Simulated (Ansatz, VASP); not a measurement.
**One calculation of Co, two programs**

```
CELL_PARAMETERS angstrom
3.93196 0.00000 0.00000
-1.96598 3.40517 0.00000
0.00000 0.00000 2.41094
ATOMIC_POSITIONS crystal
Co 0.00000 0.00000 0.00000
Co 0.33333 0.66667 0.50000
Co 0.66667 0.33333 0.50000
```

Alike in both runs: functional revPBE; k mesh 9 × 9 × 13; occupations fermi-dirac, width 0.1 eV; no spin polarisation.

Ansatz relaxed the structure, and its values are those at the end. VASP's run is a single point on that final structure, the one shown.

|  | VASP | Ansatz |
| --- | --- | --- |
| version | VASP 6.6.1 | Ansatz 0.2.0 |
| potentials or method | VASP PAW PBE potentials, release 64 (Co), cutoff 520 eV | plane waves (420 eV) with PAW, scalar-relativistic |
| valence electrons in the cell | 27 | 51 |

```csv
,VASP,Ansatz,Ansatz less VASP
pressure (GPa),-0.4,0.0,+0.41
```

VASP's potentials were made for PBE, not for revPBE. The functional is the same, so the differences come from potentials, cutoffs and numerics. VASP's potentials hold 27 valence electrons a cell and Ansatz's 51, so a difference there can come from the potentials and not from the codes.
